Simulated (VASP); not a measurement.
Input of a VASP 6.6.1 run:

File INCAR:

```
SYSTEM = CaTeI3
PREC     = Accurate       ! precision mode
ENCUT    = 520            ! plane-wave cutoff, eV
EDIFF    = 1E-6           ! SCF threshold, eV
ISMEAR   = 0              ! smearing method
SIGMA    = 0.1            ! smearing width, eV
LREAL    = .FALSE.        ! projectors in reciprocal space
LASPH    = .TRUE.         ! aspherical terms in the spheres
NELM     = 80             ! most SCF steps
ALGO     = Normal         ! electronic algorithm
ISIF     = 2              ! what is computed and relaxed
LWAVE    = .FALSE.        ! write WAVECAR
LCHARG   = .FALSE.        ! write CHGCAR
GGA      = PE             ! functional
NBANDS   = 26             ! bands
```

Contents of KPOINTS:

```
Automatic mesh
0
G
  6 6 2
  0 0 0
```

File POSCAR:

```
CaTeI3
1.0
    5.5566468100      0.0000000000      0.0000000000
   -2.7783234000      4.8121973000      0.0000000000
    0.0000000000      0.0000000000      7.5003499000
Ca Te I
1 1 3
Direct
    0.0000000000      0.0000000000      0.1353300700
    0.0000000000      0.0000000000      0.7879941100
    0.0000000000      0.0000000000      0.4321466400
    0.3333333300      0.6666666700      0.2032125300
    0.6666666700      0.3333333300      0.2032125300
```

Potentials or basis: VASP PAW PBE potentials, release 64 (Ca_sv, Te, I).

Launch:

```sh
$ cat potpaw_PBE.64/Ca_sv/POTCAR potpaw_PBE.64/Te/POTCAR potpaw_PBE.64/I/POTCAR > POTCAR
$ mpirun -np 1 vasp_std > vasp.out
```

**Question.** Predict the largest force.

**Answer.** 10.275 eV/Å.

**Question.** Estimate the band gap on the k mesh.

**Answer.** Zero (an odd number of electrons rules out a gap without spin polarisation).

**Question.** Predict the pressure.

**Answer.** 11.6 GPa.

Stress tensor (GPa, compression positive):
```
 5.42  0.00  0.00
 0.00  5.42  0.00
 0.00  0.00 24.07
```

Caveat: the k points lie up to 0.42 Å⁻¹ apart, too coarse for converged energies and pressures of a metal; spin-orbit coupling is left out, which moves the levels of the heavy elements; an odd number of electrons without spin polarisation forces a metal; a magnetic or distorted state may lie lower.
